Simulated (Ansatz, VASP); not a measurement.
BN: VASP beside Ansatz

```
CELL_PARAMETERS angstrom
0.00000 3.43893 2.23771
1.23144 0.00000 2.23771
1.23144 3.43893 0.00000
ATOMIC_POSITIONS crystal
B 0.00005 0.00005 0.99995
N 0.66665 0.66665 0.33335
```

Alike in both runs: task single point; functional PBEsol; k mesh 12 × 12 × 12; occupations gaussian, width 0.05 eV; no spin polarisation.

|  | VASP | Ansatz |
| --- | --- | --- |
| version | VASP 6.6.1 | Ansatz 0.2.0 |
| potentials or method | VASP PAW PBE potentials, release 64 (B, N), cutoff 520 eV | scalar-relativistic, plane waves, PAW |
| valence electrons in the cell | 8 | 8 |

|  | VASP | Ansatz | Ansatz less VASP |
| --- | --- | --- | --- |
| gap on the k mesh at the Fermi level (eV) | 3.41 | 3.42 | +0.010 |
| least direct gap on the mesh (eV) | 4.49 | 4.50 | +0.006 |
| pressure (GPa) | -4.1 | -4.4 | -0.28 |
| traceless stress, the component that is largest in VASP (GPa) | -19.21 | -19.34 | -0.127 |
| rms of the force components (eV/Å) | 0.273 | 0.269 | -0.0039 |

VASP's potentials were made for PBE, not for PBEsol. Atom by atom the forces differ by 0.004 eV/Å (rms over components).
